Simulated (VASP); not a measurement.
A run of VASP 6.6.1 is set up as follows.

Contents of INCAR:

```
SYSTEM = Zr3O
ALGO     = Normal         ! electronic algorithm
EDIFF    = 1E-6           ! SCF threshold, eV
ENCUT    = 520            ! plane-wave cutoff, eV
GGA      = PS             ! functional
ISIF     = 2              ! what is computed and relaxed
ISMEAR   = 0              ! smearing method
LASPH    = .True.         ! aspherical terms in the spheres
LCHARG   = .True.         ! write CHGCAR
LELF     = .True.         ! ELF
LREAL    = .False.        ! projectors in reciprocal space
LVHAR    = .True.       
LWAVE    = .False.        ! write WAVECAR
NBANDS   = 52             ! bands
NELM     = 60             ! most SCF steps
PREC     = Accurate       ! precision mode
SIGMA    = 0.15           ! smearing width, eV
```

KPOINTS

```
k-points
0
Gamma
  9 9 8
  0 0 0
```

POSCAR

```
Zr3O
1.0
    5.5842861704      0.0000000000      0.0000000000
   -2.7921430852      4.8361336855      0.0000000000
    0.0000000000      0.0000000000      5.1557455174
Zr O
6 2
Direct
    0.3126109405      0.0000000000      0.0000000000
    0.3126109405      0.3126109405      0.5000000000
    0.0000000000      0.3126109405      0.0000000000
    0.6873890595      0.0000000000      0.5000000000
    0.6873890595      0.6873890595      0.0000000000
    0.0000000000      0.6873890595      0.5000000000
    0.3333333333      0.6666666667      0.2500000000
    0.6666666667      0.3333333333      0.7500000000
```

Potentials or basis: VASP PAW PBE potentials, release 64 (Zr_sv, O).

The run is started by

```console
$ cat potpaw_PBE.64/Zr_sv/POTCAR potpaw_PBE.64/O/POTCAR > POTCAR
$ mpirun -np 1 vasp_std > vasp.out
```

Task: Estimate the largest force.

Result: 2.442 eV/Å.

Task: Predict the pressure.

Result: -1.1 GPa.

Task: Predict the band gap on the k mesh.

Result: Zero (bands 42 and 43 overlap by 0.66 eV).

Forces in eV/Å, atoms in the order of the input:
```
Zr   2.442  0.000  0.000
Zr   1.221  2.115  0.000
Zr  -1.221  2.115  0.000
Zr  -2.442  0.000  0.000
Zr  -1.221 -2.115  0.000
Zr   1.221 -2.115  0.000
O    0.000  0.000  0.000
O    0.000  0.000  0.000
```

Caveat: the PAW data sets were made with another functional, which shifts forces and pressure a little.
